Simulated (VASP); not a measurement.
# GaSb (F-43m) in VASP: further runs

The runs below take GaSb through single point, relaxation of cell and atoms, with LDA.

Everything below comes from runs of VASP 6.6.1. Logs are shortened: lines on timing, memory, paths and dates and some standing lists are left out, and cuts for length are marked.

### Step 1. The cell of the first run

The structure is cubic, space group F-43m (No. 216). The conventional cell has a = 6.090 Å, b = 6.090 Å, c = 6.090 Å, α = 90.00°, β = 90.00°, γ = 90.00°. Within 3.5 Å of Ga (site symmetry -43m) lie 4 Sb at 2.64 Å. Sb (site symmetry -43m) has 4 Ga at 2.64 Å within 3.5 Å.

### Step 2. Single point, LDA (volume scaled by 1.02)

The input, INCAR:

```
PREC = Accurate ; ENCUT = 520
EDIFF = 1E-6 ; ISMEAR = -1
SIGMA = 0.15 ; LREAL = F
LASPH = T ; NELM = 100
ALGO = Normal ; ISIF = 2
LWAVE = F ; LCHARG = F
NBANDS = 16
```

The input, KPOINTS:

```
Automatic mesh
0
Gamma
  12 12 12
```

The input, POSCAR:

```
GaSb
1.0
    0.0000000000      3.0451013715      3.0451013715
    3.0451013715      0.0000000000      3.0451013715
    3.0451013715      3.0451013715      0.0000000000
Ga Sb
1 1
Direct
    0.0000000000      0.0000000000      0.0000000000
    0.7500000000      0.7500000000      0.7500000000
```

Potentials or basis: VASP PAW LDA potentials, release 64 (Ga_d, Sb).

Started as:

```
> cat potpaw_LDA.64/Ga_d/POTCAR potpaw_LDA.64/Sb/POTCAR > POTCAR
> mpirun -np 1 vasp_std > vasp.out
```

OUTCAR:

```text
PREC = Accurate
   ENCUT = 520
   EDIFF = 1E-6
   ISMEAR = -1
   LREAL = F
   LASPH = T
   NELM = 100
   ISIF = 2

 ion  position               nearest neighbor table
   1  0.000  0.000  0.000-   2 2.64   2 2.64   2 2.64   2 2.64
   2  0.750  0.750  0.750-   1 2.64   1 2.64   1 2.64   1 2.64

  LATTYP: Found a face centered cubic cell.
 ALAT       =     6.0902027430

  Lattice vectors:

 A1 = (   0.0000000000,   3.0451013715,   3.0451013715)
 A2 = (   3.0451013715,   0.0000000000,   3.0451013715)
 A3 = (   3.0451013715,   3.0451013715,   0.0000000000)

Analysis of symmetry for initial positions (statically):
=====================================================================
 Subroutine PRICEL returns:
 Original cell was already a primitive cell.

 Routine SETGRP: Setting up the symmetry group for a
 face centered cubic supercell.

 Subroutine GETGRP returns: Found 24 space group operations
 (whereof 24 operations were pure point group operations)
 out of a pool of 48 trial point group operations.

The static configuration has the point symmetry T_d .

Analysis of symmetry for dynamics (positions and initial velocities):
=====================================================================
 Subroutine PRICEL returns:
 Original cell was already a primitive cell.

 Routine SETGRP: Setting up the symmetry group for a
 face centered cubic supercell.

 Subroutine GETGRP returns: Found 24 space group operations
 (whereof 24 operations were pure point group operations)
 out of a pool of 48 trial point group operations.

The dynamic configuration has the point symmetry T_d .

 Subroutine INISYM returns: Found 24 space group operations
 (whereof 24 operations are pure point group operations),
 and found     1 'primitive' translations

----------------------------------------------------------------------------------------

                                     Primitive cell

  volume of cell :      56.4723

  direct lattice vectors                    reciprocal lattice vectors
     0.000000000  3.045101371  3.045101371    -0.164198146  0.164198146  0.164198146
     3.045101371  0.000000000  3.045101371     0.164198146 -0.164198146  0.164198146
     3.045101371  3.045101371  0.000000000     0.164198146  0.164198146 -0.164198146

  length of vectors
     4.306423658  4.306423658  4.306423658     0.284399532  0.284399532  0.284399532

  position of ions in fractional coordinates (direct lattice)
     0.000000000  0.000000000  0.000000000
     0.750000000  0.750000000  0.750000000

  ion indices of the primitive-cell ions
   primitive index   ion index
                 1           1
                 2           2

----------------------------------------------------------------------------------------

 KPOINTS: Automatic mesh

Automatic generation of k-mesh.
 Grid dimensions read from file:
 generate k-points for:   12   12   12

 Generating k-lattice:

  Cartesian coordinates                     Fractional coordinates (reciprocal lattice)
    -0.013683179  0.013683179  0.013683179     0.083333333  0.000000000  0.000000000
     0.013683179 -0.013683179  0.013683179     0.000000000  0.083333333  0.000000000
     0.013683179  0.013683179 -0.013683179     0.000000000  0.000000000  0.083333333

  Length of vectors
     0.023699961  0.023699961  0.023699961

  Shift w.r.t. Gamma in fractional coordinates (k-lattice)
     0.000000000  0.000000000  0.000000000

 Subroutine IBZKPT returns following result:
 ===========================================

 Found     72 irreducible k-points:

 Following reciprocal coordinates:
            Coordinates               Weight
  0.000000  0.000000  0.000000      1.000000
  0.083333  0.000000  0.000000      8.000000
  0.166667  0.000000  0.000000      8.000000
  0.250000  0.000000  0.000000      8.000000
  0.333333  0.000000  0.000000      8.000000
  0.416667  0.000000  0.000000      8.000000
[... 16 lines left out ...]
  0.500000  0.166667  0.000000     24.000000
 -0.416667  0.166667  0.000000     24.000000
 [... further k-points ...]
   k-points           NKPTS =     72   k-points in BZ     NKDIM =     72   number of bands    NBANDS=     16
   number of dos      NEDOS =    301   number of ions     NIONS =      2
   total plane-waves  NPLWV =  32768
   dimension x,y,z NGX =    32 NGY =   32 NGZ =   32
   dimension x,y,z NGXF=    64 NGYF=   64 NGZF=   64
   ions per type =               1   1
   NGX,Y,Z   is equivalent  to a cutoff of  12.35, 12.35, 12.35 a.u.
   NGXF,Y,Z  is equivalent  to a cutoff of  24.71, 24.71, 24.71 a.u.
 SYSTEM =  unknown system
   PREC   = accura    normal or accurate (medium, high low for compatibility)
   ISTART =      0    job   : 0-new  1-cont  2-samecut
   ICHARG =      2    charge: 1-file 2-atom 10-const
   ISPIN  =      1    spin polarized calculation?
   LNONCOLLINEAR =      F non collinear calculations
   LSORBIT =      F    spin-orbit coupling
   LASPH  =      T    aspherical Exc in radial PAW
   ENCUT  =  520.0 eV  38.22 Ry    6.18 a.u.   8.01  8.01  8.01*2*pi/ulx,y,z
   NELM   =    100;   NELMIN=  2; NELMDL= -5     # of ELM steps
   EDIFF  = 0.1E-05   stopping-criterion for ELM
   LREAL  =      F    real-space projection
   EDIFFG = 0.1E-04   stopping-criterion for IOM
   NSW    =      0    number of steps for IOM
   IBRION =     -1    ionic relax: 0-MD 1-quasi-New 2-CG
   NFREE  =      0    steps in history (QN), initial steepest desc. (CG)
   ISIF   =      2    stress and relaxation
   ISYM   =      2    0-nonsym 1-usesym 2-fastsym
   POTIM  = 0.5000    time-step for ionic-motion
   TEBEG  =    0.0;   TEEND  =   0.0 temperature during run
   PSTRESS=    0.0 pullay stress
   NELECT =      18.0000    total number of electrons
   NUPDOWN=      -1.0000    fix difference up-down
   EMIN   =  10.00;   EMAX   =-10.00  energy-range for DOS
   EFERMI =   0.00;   METHOD = LEGACY
   ISMEAR =    -1;   SIGMA  =   0.15  broadening in eV -4-tet -1-fermi 0-gaus
   EFERMI_NEDOS =   21; number of points for ismear=-14 and -15
   IALGO  =     38    algorithm
   IMIX   =      4    mixing-type and parameters
     AMIX     =   0.40;   BMIX     =  1.00
     AMIX_MAG =   1.60;   BMIX_MAG =  1.00
  volume/ion in A,a.u.               =      28.24       190.55
  Fermi-wavevector in a.u.,A,eV,Ry     =   1.118289  2.113259 17.015031  1.250569
  Thomas-Fermi vector in A             =   2.254919
   LORBIT       =      0    0 simple, 1 ext, 2 COOP (PROOUT), +10 PAW based schemes
   GGA     = CA    functional components
   LHFCALC =     F    Hartree Fock is set to
   AEXX    =    0.0000 exact exchange contribution
   IVDW    =     0    specifies the selected vdW correction
   LEPSILON=     F    determine dielectric tensor
   LRPA    =     F    only Hartree local field effects (RPA)
 non-spin polarized calculation
  energy-cutoff  :      520.00
  volume of cell :       56.47
 maximum number of plane-waves:      1540
   NGX = 17   NGY = 17   NGZ = 17

 number of electron      17.9999984 magnetization

 Free energy of the ion-electron system (eV)
  ---------------------------------------------------
  ext. energy  EPLUGINS =         0.00000000
  ---------------------------------------------------
  free energy    TOTEN  =        -8.67344340 eV

  energy without entropy =       -8.66659526  energy(sigma->0) =       -8.67001933

 E-fermi :   4.9991     XC(G=0):  -9.4569

 val. band max:        4.8175667310   @ k =   0.0000   0.0000   0.0000
 cond. band min:       5.1451991129   @ k =   0.5000   0.0000   0.0000
 fundamental gap:      0.3276323819
 Fermi energy:         4.9991499463

 k-point     1 :       0.0000    0.0000    0.0000
  band No.  band energies     occupation
      1     -10.3497      2.00000
      2     -10.3497      2.00000
      3     -10.3497      2.00000
      4     -10.2982      2.00000
      5     -10.2982      2.00000
      6      -6.7944      2.00000
[... 8 lines left out ...]
     15      13.4033      0.00000
     16      13.4033      0.00000

 k-point     2 :       0.0833    0.0000    0.0000
  band No.  band energies     occupation
      1     -10.3516      2.00000
      2     -10.3488      2.00000
      3     -10.3488      2.00000
      4     -10.2983      2.00000
      5     -10.2983      2.00000
      6      -6.7218      2.00000
[... 8 lines left out ...]
     15      12.8672      0.00000
     16      12.8672      0.00000

 k-point     3 :       0.1667    0.0000    0.0000
  band No.  band energies     occupation
      1     -10.3570      2.00000
      2     -10.3465      2.00000
      3     -10.3465      2.00000
      4     -10.2985      2.00000
      5     -10.2985      2.00000
      6      -6.5082      2.00000
[... 8 lines left out ...]
     15      12.3876      0.00000
     16      12.3876      0.00000

 k-point     4 :       0.2500    0.0000    0.0000
  band No.  band energies     occupation
      1     -10.3643      2.00000
      2     -10.3435      2.00000
      3     -10.3435      2.00000
      4     -10.2986      2.00000
      5     -10.2986      2.00000
      6      -6.1692      2.00000
[... 8 lines left out ...]
     15      12.3658      0.00000
     16      12.3658      0.00000

 k-point     5 :       0.3333    0.0000    0.0000
  band No.  band energies     occupation
      1     -10.3715      2.00000
      2     -10.3409      2.00000
      3     -10.3409      2.00000
      4     -10.2985      2.00000
      5     -10.2985      2.00000
      6      -5.7438      2.00000
[... 8 lines left out ...]
     15      12.8890      0.00000
     16      12.8890      0.00000

 k-point     6 :       0.4167    0.0000    0.0000
  band No.  band energies     occupation
      1     -10.3767      2.00000
      2     -10.3391      2.00000
      3     -10.3391      2.00000
      4     -10.2981      2.00000
      5     -10.2981      2.00000
      6      -5.3306      2.00000
[... 8 lines left out ...]
     15      13.8279      0.00000
     16      13.8279      0.00000

 k-point     7 :       0.5000    0.0000    0.0000
  band No.  band energies     occupation
      1     -10.3786      2.00000
      2     -10.3385      2.00000
      3     -10.3385      2.00000
      4     -10.2980      2.00000
      5     -10.2980      2.00000
      6      -5.1391      2.00000
[... 8 lines left out ...]
     15      14.6718      0.00000
     16      14.6718      0.00000

 k-point     8 :       0.0833    0.0833    0.0000
  band No.  band energies     occupation
      1     -10.3532      2.00000
      2     -10.3480      2.00000
      3     -10.3480      2.00000
      4     -10.2988      2.00000
      5     -10.2979      2.00000
      6      -6.6975      2.00000
[... 8 lines left out ...]
     15      12.1929      0.00000
     16      13.4908      0.00000

 k-point     9 :       0.1667    0.0833    0.0000
  band No.  band energies     occupation
      1     -10.3578      2.00000
      2     -10.3461      2.00000
      3     -10.3457      2.00000
      4     -10.2995      2.00000
      5     -10.2977      2.00000
      6      -6.5304      2.00000
[... 8 lines left out ...]
     15      11.8042      0.00000
     16      13.1623      0.00000
[... 172 lines left out ...]
 k-point    19 :       0.1667    0.1667    0.0000
  band No.  band energies     occupation
      1     -10.3626      2.00000
      2     -10.3434      2.00000
      3     -10.3434      2.00000
      4     -10.3007      2.00000
      5     -10.2971      2.00000
      6      -6.4106      2.00000
[... 8 lines left out ...]
     15      12.2453      0.00000
     16      13.7534      0.00000

 k-point    20 :       0.2500    0.1667    0.0000
  band No.  band energies     occupation
      1     -10.3686      2.00000
      2     -10.3407      2.00000
      3     -10.3403      2.00000
      4     -10.3019      2.00000
      5     -10.2968      2.00000
      6      -6.1561      2.00000
[... 8 lines left out ...]
     15      13.0418      0.00000
     16      13.7186      0.00000

 k-point    21 :       0.3333    0.1667    0.0000
  band No.  band energies     occupation
      1     -10.3744      2.00000
      2     -10.3385      2.00000
      3     -10.3374      2.00000
      4     -10.3024      2.00000
      5     -10.2966      2.00000
      6      -5.7882      2.00000
[... 8 lines left out ...]
     15      13.4180      0.00000
     16      13.9572      0.00000

 k-point    22 :       0.4167    0.1667    0.0000
  band No.  band energies     occupation
      1     -10.3791      2.00000
      2     -10.3370      2.00000
      3     -10.3354      2.00000
      4     -10.3021      2.00000
      5     -10.2967      2.00000
      6      -5.3602      2.00000
[... 8 lines left out ...]
     15      13.9742      0.00000
     16      14.6526      0.00000

 k-point    23 :       0.5000    0.1667    0.0000
  band No.  band energies     occupation
      1     -10.3817      2.00000
      2     -10.3362      2.00000
      3     -10.3346      2.00000
      4     -10.3012      2.00000
      5     -10.2973      2.00000
      6      -5.0031      2.00000
[... 8 lines left out ...]
     15      14.5418      0.00000
     16      14.7125      0.00000

 k-point    24 :      -0.4167    0.1667    0.0000
  band No.  band energies     occupation
      1     -10.3815      2.00000
      2     -10.3362      2.00000
      3     -10.3351      2.00000
      4     -10.2999      2.00000
      5     -10.2984      2.00000
      6      -4.9439      2.00000
[... 8 lines left out ...]
     15      13.4672      0.00000
     16      13.8870      0.00000

 [... further k-points ...]

------------------------ aborting loop because EDIFF is reached ----------------------------------------

  FORCE on cell =-STRESS in cart. coord.  units (eV):
  Direction    XX          YY          ZZ          XY          YZ          ZX
  --------------------------------------------------------------------------------------
  -------------------------------------------------------------------------------------
  Total       -0.3054853     -0.3054853     -0.3054853      0.0000000      0.0000000     -0.0000000
  in kB       -8.6669358     -8.6669358     -8.6669358      0.0000000      0.0000000     -0.0000000
  external PRESSURE =      -8.6669358 kB  Pullay stress =       0.0000000 kB

 VOLUME and BASIS-vectors are now :
 -----------------------------------------------------------------------------
  energy-cutoff  :      520.00
  volume of cell :       56.47
      direct lattice vectors                 reciprocal lattice vectors
     0.000000000  3.045101371  3.045101371    -0.164198146  0.164198146  0.164198146
     3.045101371  0.000000000  3.045101371     0.164198146 -0.164198146  0.164198146
     3.045101371  3.045101371  0.000000000     0.164198146  0.164198146 -0.164198146

 POSITION                                       TOTAL-FORCE (eV/Angst)
 -----------------------------------------------------------------------------------
      0.00000      0.00000      0.00000         0.000000      0.000000      0.000000
      4.56765      4.56765      4.56765        -0.000000     -0.000000     -0.000000
 -----------------------------------------------------------------------------------
    total drift:                               -0.000000     -0.000000     -0.000000

  FREE ENERGIE OF THE ION-ELECTRON SYSTEM (eV)
  ---------------------------------------------------
  free  energy   TOTEN  =        -8.6734434029 eV

  energy  without entropy=       -8.6665952619  energy(sigma->0) =       -8.67001933
```

Run time: 18 s. Hardware: 1 thread of Intel Xeon 6975P-C (Granite Rapids), shared host; peak memory 0.19 GiB.

Results:

```
Free energy            : -8.6734 eV
Pressure               : -0.9 GPa
Band gap on the k mesh : zero (filled and empty bands touch)
```

Levels at points of the mesh, in eV from the Fermi level:
```csv
k point,band 5,band 6,band 7,band 8,band 9,band 10,band 11,band 12,band 13,band 14
"(0.00, 0.00, 0.00)",-15.30,-11.79,-0.21,-0.18,-0.18,-0.18,2.57,2.57,2.57,5.44
"(0.50, 0.00, 0.00)",-15.30,-10.14,-6.65,-1.36,-1.36,0.15,3.54,3.54,6.12,9.09
"(0.50, 0.50, 0.00)",-15.29,-9.29,-7.09,-2.80,-2.80,0.64,0.96,8.48,8.48,9.83
```

Caveat: spin-orbit coupling is left out, which moves the levels of the heavy elements.

(Continued in part 2 of 2.)
